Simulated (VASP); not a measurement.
The system is MgO.

```xyz
2
Lattice="0.0000 2.1022 2.1022 2.1022 0.0000 2.1022 2.1022 2.1022 0.0000" Properties=species:S:1:pos:R:3 pbc="T T T"
Mg    0.0000    0.0000    0.0000
O     2.1022    2.1022    2.1022
```

Base run:

- Program: VASP 6.6.1
- Functional: HSE06
- Potentials or basis: VASP PAW PBE potentials, release 64 (Mg, O)
- Cutoff: 520 eV
- k mesh: 8 × 8 × 8
- Occupations: gaussian, width 0.01 eV
- Spin: no spin polarisation

Its results: band gap on the k mesh 6.50 eV; pressure -0.6 GPa.

Problem. The run is repeated on the same cell with these changes: functional from HSE06 to PBE0. What comes out?

Solution. Band gap on the k mesh 7.24 eV; pressure -0.6 GPa.

Caveats: the PAW data sets were made with another functional, which shifts forces and pressure a little.

